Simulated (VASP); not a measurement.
## Y2Si2MoP: single point with LDA

Crystal: Y2Si2MoP.

```
Y Mo Si P
1.0
     7.11866    0.00000    0.00000
     0.00000    7.11866    0.00000
     0.00000    0.00000    4.29648
Y Mo Si P
4 2 4 2
Direct
  0.17977 0.66805 0.47107
  0.31615 0.16865 0.49349
  0.84475 0.32507 0.52466
  0.68117 0.82973 0.49342
  0.99435 0.99102 0.00267
  0.49778 0.50742 0.00327
  0.62868 0.11041 0.01807
  0.84325 0.64124 0.01044
  0.35412 0.89969 0.01041
  0.13444 0.38766 0.03642
  0.98965 0.96699 0.50030
  0.50934 0.48610 0.49989
```

```yaml
Program: VASP 6.6.1
Task: single point
Functional: LDA
Potentials_or_basis: VASP PAW LDA potentials, release 64 (Y_sv, Mo_sv, Si, P)
Cutoff: 520 eV
k_mesh: 2 × 2 × 4
Occupations: methfessel-paxton, width 0.15 eV
Spin: no spin polarisation
Dipole_correction: no
Further_INCAR_settings: ALGO = Normal; EDIFF = 1e-06; NBANDS = 61
```

```yaml
Pressure: 5.1 GPa
Largest_force: 3.547 eV/Å
Band_gap_on_the_k_mesh: zero (bands 49 and 50 overlap by 1.56 eV)
```

Forces in eV/Å, atoms in the order of the input:
```
Y    0.092 -0.532  1.356
Y    0.440  0.021  0.847
Y   -0.175 -0.020 -0.208
Y   -3.443 -0.484  0.697
Mo   0.061  0.497 -0.389
Mo   0.201 -0.345 -0.716
Si  -0.184  0.951 -0.402
Si   1.380 -1.014 -0.356
Si   0.846 -1.237 -0.661
Si  -0.624 -0.482 -1.395
P    1.491  2.279  0.543
P   -0.086  0.366  0.684
```

Stress tensor (GPa, compression positive):
```
-1.17  0.51 -0.04
 0.51 -0.30  0.57
-0.04  0.57 16.82
```

Levels at points of the mesh, in eV from the Fermi level:
```tsv
k point	band 46	band 47	band 48	band 49	band 50	band 51
(0.00, 0.00, 0.00)	-1.53	-1.49	-1.08	-0.81	-0.54	-0.15
(0.50, 0.00, 0.00)	-1.32	-1.07	-1.00	-0.87	-0.45	-0.07
(0.00, 0.50, 0.00)	-1.33	-1.07	-0.87	-0.37	-0.27	0.15
(0.50, 0.50, 0.00)	-1.35	-0.79	-0.62	-0.04	0.14	0.29
(0.00, 0.00, 0.50)	-1.17	-1.09	-0.65	0.19	0.63	0.81
(0.50, 0.00, 0.50)	-1.82	-1.32	-1.28	1.02	1.24	1.36
(0.00, 0.50, 0.50)	-1.76	-1.12	-0.96	0.93	1.22	1.41
(0.50, 0.50, 0.50)	-1.66	-1.62	-1.59	1.01	1.15	1.30
```

Wall time 4 min on 1 thread of Intel(R) Xeon(R) Platinum 8259CL CPU @ 2.50GHz (Skylake/Cascade Lake) (shared host), peak memory 0.33 GiB.

Caveat: the k points lie up to 0.44 Å⁻¹ apart, too coarse for converged energies and pressures of a metal; forces of over 1 eV/Å act on the atoms, so gaps and moduli don't describe the material at rest.
